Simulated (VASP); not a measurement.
# S in VASP: notebook

S is run at these levels: PBEsol; tasks: single point.

Program: VASP 6.6.1. These are calculated values, not measurements. Logs are shortened: lines on timing, memory, paths and dates and some standing lists are left out, and cuts for length are marked.

### 1 The cell of the first run

Symmetry: Fm-3m, No. 225, cubic system. The conventional cell has a = 4.188 Å, b = 4.188 Å, c = 4.188 Å, α = 90.00°, β = 90.00°, γ = 90.00°. Within 3.9 Å of S (site symmetry m-3m) lie 12 S at 2.96 Å.

This isn't the form of S at room conditions, which is orthorhombic, of S8 rings.

### 2 Single point, PBEsol (strain +0.050 along x and y, +0.050 along z)

INCAR

```
SYSTEM = S
ALGO = Normal
EDIFF = 1E-7
ENCUT = 520
GGA = PS
ISIF = 2
ISMEAR = 0
LASPH = .True.
LCHARG = .False.
LREAL = .False.
LWAVE = .False.
NBANDS = 9
NELM = 80
PREC = Accurate
SIGMA = 0.15
```

KPOINTS

```
k-points
0
Gamma
  20 20 20
  0 0 0
```

POSCAR

```
S
1.0
    0.0000000000      2.0940678612      2.0940678612
    2.0940678612      0.0000000000      2.0940678612
    2.0940678612      2.0940678612      0.0000000000
S
1
Direct
    0.0000000000      0.0000000000      0.0000000000
```

Potentials or basis: VASP PAW PBE potentials, release 64 (S).

On the command line:

```bash
$ cat potpaw_PBE.64/S/POTCAR > POTCAR
$ mpirun -np 1 vasp_std > vasp.out
```

OUTCAR:

```text
SYSTEM = S
   EDIFF = 1E-7
   ENCUT = 520
   GGA = PS
   ISIF = 2
   ISMEAR = 0
   LASPH = .True.
   LREAL = .False.
   NELM = 80
   PREC = Accurate

 ion  position               nearest neighbor table
   1  0.000  0.000  0.000-

  LATTYP: Found a face centered cubic cell.
 ALAT       =     4.1881357224

  Lattice vectors:

 A1 = (   0.0000000000,   2.0940678612,   2.0940678612)
 A2 = (   2.0940678612,   0.0000000000,   2.0940678612)
 A3 = (   2.0940678612,   2.0940678612,   0.0000000000)

Analysis of symmetry for initial positions (statically):
=====================================================================
 Subroutine PRICEL returns:
 Original cell was already a primitive cell.

 Routine SETGRP: Setting up the symmetry group for a
 face centered cubic supercell.

 Subroutine GETGRP returns: Found 48 space group operations
 (whereof 48 operations were pure point group operations)
 out of a pool of 48 trial point group operations.

The static configuration has the point symmetry O_h .

Analysis of symmetry for dynamics (positions and initial velocities):
=====================================================================
 Subroutine PRICEL returns:
 Original cell was already a primitive cell.

 Routine SETGRP: Setting up the symmetry group for a
 face centered cubic supercell.

 Subroutine GETGRP returns: Found 48 space group operations
 (whereof 48 operations were pure point group operations)
 out of a pool of 48 trial point group operations.

The dynamic configuration has the point symmetry O_h .

 Subroutine INISYM returns: Found 48 space group operations
 (whereof 48 operations are pure point group operations),
 and found     1 'primitive' translations

----------------------------------------------------------------------------------------

                                     Primitive cell

  volume of cell :      18.3655

  direct lattice vectors                    reciprocal lattice vectors
     0.000000000  2.094067861  2.094067861    -0.238769721  0.238769721  0.238769721
     2.094067861  0.000000000  2.094067861     0.238769721 -0.238769721  0.238769721
     2.094067861  2.094067861  0.000000000     0.238769721  0.238769721 -0.238769721

  length of vectors
     2.961459170  2.961459170  2.961459170     0.413561289  0.413561289  0.413561289

  position of ions in fractional coordinates (direct lattice)
     0.000000000  0.000000000  0.000000000

  ion indices of the primitive-cell ions
   primitive index   ion index
                 1           1

[... 78 lines left out ...]
   ISYM   =      2    0-nonsym 1-usesym 2-fastsym
   POTIM  = 0.5000    time-step for ionic-motion
   TEBEG  =    0.0;   TEEND  =   0.0 temperature during run
   PSTRESS=    0.0 pullay stress
   NELECT =       6.0000    total number of electrons
   NUPDOWN=      -1.0000    fix difference up-down
   EMIN   =  10.00;   EMAX   =-10.00  energy-range for DOS
   EFERMI =   0.00;   METHOD = LEGACY
   ISMEAR =     0;   SIGMA  =   0.15  broadening in eV -4-tet -1-fermi 0-gaus
   EFERMI_NEDOS =   21; number of points for ismear=-14 and -15
   IALGO  =     38    algorithm
   IMIX   =      4    mixing-type and parameters
     AMIX     =   0.40;   BMIX     =  1.00
     AMIX_MAG =   1.60;   BMIX_MAG =  1.00
  volume/ion in A,a.u.               =      18.37       123.94
  Fermi-wavevector in a.u.,A,eV,Ry     =   1.127521  2.130705 17.297124  1.271303
  Thomas-Fermi vector in A             =   2.264207
   LORBIT       =      0    0 simple, 1 ext, 2 COOP (PROOUT), +10 PAW based schemes
   GGA     = PS    functional components
   LHFCALC =     F    Hartree Fock is set to
   AEXX    =    0.0000 exact exchange contribution
   IVDW    =     0    specifies the selected vdW correction
   LEPSILON=     F    determine dielectric tensor
   LRPA    =     F    only Hartree local field effects (RPA)
 non-spin polarized calculation
 Gauss-broadening in eV      SIGMA  =   0.15
  energy-cutoff  :      520.00
  volume of cell :       18.37
 maximum number of plane-waves:       531
 NGX is ok and might be reduce to    24
   NGX = 11   NGY = 11   NGZ = 11

 number of electron       5.9999999 magnetization

 Free energy of the ion-electron system (eV)
  ---------------------------------------------------
  ext. energy  EPLUGINS =         0.00000000
  ---------------------------------------------------
  free energy    TOTEN  =        -3.17755788 eV

  energy without entropy =       -3.16491471  energy(sigma->0) =       -3.17123629

 E-fermi :   5.3648     XC(G=0): -10.6276

 val. band max:        5.3632359209   @ k =  -0.1500   0.0500   0.0000
 cond. band min:       5.3851437927   @ k =  -0.4500   0.3000   0.0000
 fundamental gap:      0.0219078717
 Fermi energy:         5.3647630916

 k-point     1 :       0.0000    0.0000    0.0000
  band No.  band energies     occupation
      1      -9.9781      2.00000
      2       7.8817      0.00000
      3       7.8817      0.00000
      4       7.8817      0.00000
      5      17.4026      0.00000
      6      17.4026      0.00000
      7      17.4026      0.00000
      8      17.4501      0.00000
      9      22.1638      0.00000
[... 265 lines left out ...]
 k-point    24 :      -0.3500    0.0500    0.0000
  band No.  band energies     occupation
      1      -7.5618      2.00000
      2       0.6760      2.00000
      3       6.5990      0.00000
      4       7.0683      0.00000
      5      14.8081      0.00000
      6      17.0031      0.00000
      7      17.1172      0.00000
      8      21.9933      0.00000
      9      23.2664      0.00000

 [... further k-points ...]

------------------------ aborting loop because EDIFF is reached ----------------------------------------

  FORCE on cell =-STRESS in cart. coord.  units (eV):
  Direction    XX          YY          ZZ          XY          YZ          ZX
  --------------------------------------------------------------------------------------
  -------------------------------------------------------------------------------------
  Total       -1.4580187     -1.4580187     -1.4580187      0.0000000     -0.0000000      0.0000000
  in kB     -127.1954061   -127.1954061   -127.1954061      0.0000000     -0.0000000      0.0000000
  external PRESSURE =    -127.1954061 kB  Pullay stress =       0.0000000 kB

 VOLUME and BASIS-vectors are now :
 -----------------------------------------------------------------------------
  energy-cutoff  :      520.00
  volume of cell :       18.37
      direct lattice vectors                 reciprocal lattice vectors
     0.000000000  2.094067861  2.094067861    -0.238769721  0.238769721  0.238769721
     2.094067861  0.000000000  2.094067861     0.238769721 -0.238769721  0.238769721
     2.094067861  2.094067861  0.000000000     0.238769721  0.238769721 -0.238769721

 POSITION                                       TOTAL-FORCE (eV/Angst)
 -----------------------------------------------------------------------------------
      0.00000      0.00000      0.00000        -0.000000      0.000000      0.000000
 -----------------------------------------------------------------------------------
    total drift:                                0.000000      0.000000     -0.000000

  FREE ENERGIE OF THE ION-ELECTRON SYSTEM (eV)
  ---------------------------------------------------
  free  energy   TOTEN  =        -3.1775578750 eV

  energy  without entropy=       -3.1649147061  energy(sigma->0) =       -3.17123629
```

It took 9 s on 1 thread of Intel Xeon 6975P-C (Granite Rapids), shared host; peak memory 0.15 GiB.

What came out:

| Quantity | Value |
| --- | --- |
| Free energy | -3.1776 eV |
| Pressure | -12.7 GPa |
| Band gap on the k mesh | zero (bands 3 and 4 overlap by 4.48 eV) |

Levels at points of the mesh, in eV from the Fermi level:
```csv
k point,band 1,band 2,band 3,band 4,band 5,band 6,band 7
"(0.00, 0.00, 0.00)",-15.34,2.52,2.52,2.52,12.04,12.04,12.04
"(0.50, 0.00, 0.00)",-12.10,-6.22,1.48,1.48,8.95,11.33,11.33
"(0.50, 0.50, 0.00)",-10.87,-5.38,-0.71,-0.71,5.64,6.43,20.70
```

Caveat: the cell differs from its parent crystal (strain +0.050 along x and y, +0.050 along z); the cell stands under tension; the PAW data sets were made with another functional, which shifts forces and pressure a little.

### 3 Single point, PBEsol (strain -0.050 along x and y, -0.025 along z)

INCAR

```
PREC     = Accurate       # precision mode
ENCUT    = 520            # plane-wave cutoff, eV
EDIFF    = 1E-6           # SCF threshold, eV
ISMEAR   = 0              # smearing method
SIGMA    = 0.15           # smearing width, eV
LREAL    = False          # projectors in reciprocal space
LASPH    = True           # aspherical terms in the spheres
NELM     = 60             # most SCF steps
ALGO     = Normal         # electronic algorithm
ISIF     = 2              # what is computed and relaxed
LWAVE    = False          # write WAVECAR
LCHARG   = False          # write CHGCAR
GGA      = PS             # functional
NBANDS   = 9              # bands
```

KPOINTS

```
Automatic mesh
0
Gamma
  20 20 20
```

POSCAR

```
S
1.0
    0.0000000000      1.8946328268      1.9444915854
    1.8946328268      0.0000000000      1.9444915854
    1.8946328268      1.8946328268      0.0000000000
S
1
Direct
    0.0000000000      0.0000000000      0.0000000000
```

Potentials or basis: VASP PAW PBE potentials, release 64 (S).

On the command line:

```bash
$ cat potpaw_PBE.64/S/POTCAR > POTCAR
$ mpirun -np 1 vasp_std > vasp.out
```

OUTCAR:

```text
PREC = Accurate
   ENCUT = 520
   EDIFF = 1E-6
   ISMEAR = 0
   LREAL = False
   LASPH = True
   NELM = 60
   ISIF = 2
   GGA = PS

 ion  position               nearest neighbor table
   1  0.000  0.000  0.000-

  LATTYP: Found a body centered tetragonal cell.
 ALAT       =     2.6794154394
 C/A-ratio  =     1.4514297088

  Lattice vectors:

 A1 = (  -1.8946328268,   0.0000000000,   1.9444915854)
 A2 = (   1.8946328268,   0.0000000000,   1.9444915854)
[... 467 lines left out ...]
      9      28.8491      0.00000

 [... further k-points ...]

------------------------ aborting loop because EDIFF is reached ----------------------------------------

  FORCE on cell =-STRESS in cart. coord.  units (eV):
  Direction    XX          YY          ZZ          XY          YZ          ZX
  --------------------------------------------------------------------------------------
  -------------------------------------------------------------------------------------
  Total        0.5676701      0.5676701      0.7875129      0.0000000     -0.0000000     -0.0000000
  in kB       65.1509002     65.1509002     90.3820292      0.0000000     -0.0000000     -0.0000000
  external PRESSURE =      73.5612765 kB  Pullay stress =       0.0000000 kB

 VOLUME and BASIS-vectors are now :
 -----------------------------------------------------------------------------
  energy-cutoff  :      520.00
  volume of cell :       13.96
      direct lattice vectors                 reciprocal lattice vectors
     0.000000000  1.894632827  1.944491585    -0.263903376  0.263903376  0.257136623
     1.894632827  0.000000000  1.944491585     0.263903376 -0.263903376  0.257136623
     1.894632827  1.894632827  0.000000000     0.263903376  0.263903376 -0.257136623

 POSITION                                       TOTAL-FORCE (eV/Angst)
 -----------------------------------------------------------------------------------
      0.00000      0.00000      0.00000         0.000000      0.000000      0.000000
 -----------------------------------------------------------------------------------
    total drift:                               -0.000000      0.000000     -0.000000

  FREE ENERGIE OF THE ION-ELECTRON SYSTEM (eV)
  ---------------------------------------------------
  free  energy   TOTEN  =        -3.3211735244 eV

  energy  without entropy=       -3.3140583130  energy(sigma->0) =       -3.31761592
```

OSZICAR:

```text
N       E                     dE             d eps       ncg     rms          rms(c)
DAV:   1     0.712746560649E+01    0.71275E+01   -0.30350E+03 11915   0.568E+02
DAV:   2    -0.312367734310E+01   -0.10251E+02   -0.97849E+01 17166   0.771E+01
DAV:   3    -0.332512852357E+01   -0.20145E+00   -0.19937E+00 13279   0.923E+00
DAV:   4    -0.332564531035E+01   -0.51679E-03   -0.51673E-03 15977   0.538E-01
DAV:   5    -0.332564585507E+01   -0.54472E-06   -0.54398E-06 13459   0.146E-02    0.102E+01
DAV:   6    -0.332199868167E+01    0.36472E-02   -0.44226E-03 12622   0.354E-01    0.613E+00
DAV:   7    -0.332127058161E+01    0.72810E-03   -0.67667E-03 12156   0.447E-01    0.151E-01
DAV:   8    -0.332117306710E+01    0.97515E-04   -0.34055E-04 12346   0.101E-01    0.209E-02
DAV:   9    -0.332117352440E+01   -0.45731E-06   -0.29443E-06 13668   0.131E-02
   1 F= -.33211735E+01 E0= -.33176159E+01  d E =-.711521E-02
```

Run time: 18 s. Hardware: 1 thread of Intel Xeon 6975P-C (Granite Rapids), shared host; peak memory 0.17 GiB.

What came out:

- Free energy: -3.3212 eV
- Pressure: 7.4 GPa
- Band gap on the k mesh: zero (bands 3 and 4 overlap by 7.21 eV)

Levels at points of the mesh, in eV from the Fermi level:
```csv
k point,band 1,band 2,band 3,band 4,band 5,band 6
"(0.00, 0.00, 0.00)",-18.11,3.91,3.94,3.94,11.90,12.28
"(0.50, 0.00, 0.00)",-13.11,-8.67,2.14,2.57,9.77,11.07
"(0.50, 0.50, 0.00)",-11.31,-7.66,-0.69,-0.69,5.26,5.38
"(0.50, 0.00, 0.50)",-10.88,-7.41,-1.22,-0.94,4.80,5.14
```

Caveat: the cell differs from its parent crystal (strain -0.050 along x and y, -0.025 along z); the cell stands under pressure; the PAW data sets were made with another functional, which shifts forces and pressure a little.

(Continued in part 2 of 2.)

The gap in the log of VASP goes by the Fermi energy; the results here count the filled bands.